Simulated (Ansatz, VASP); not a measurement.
# LiH: VASP beside Ansatz

```
Li H
1.0
     0.00000    2.03675    2.03675
     2.03675    0.00000    2.03675
     2.03675    2.03675    0.00000
Li H
1 1
Direct
  0.00000 0.00000 0.00000
  0.50000 0.50000 0.50000
```

Alike in both runs: task single point; functional PBE; k mesh 18 × 18 × 18; occupations gaussian, width 0.02 eV; no spin polarisation.

|  | VASP | Ansatz |
| --- | --- | --- |
| version | VASP 6.6.1 | Ansatz 0.2.0 |
| potentials or method | VASP PAW PBE potentials, release 64 (Li_sv, H), cutoff 520 eV | scalar-relativistic, plane waves, PAW |
| valence electrons in the cell | 4 | 4 |

Ansatz gave:

```
gap on the k mesh at the Fermi level (eV) : 3.02
```

**Question.** Which values does VASP return?

**Answer.** gap on the k mesh at the Fermi level (eV): 3.01.

Ansatz's warnings: stress scf threshold loose.

Noted on VASP's run: the cutoff is short for stress, so the pressure is rough.
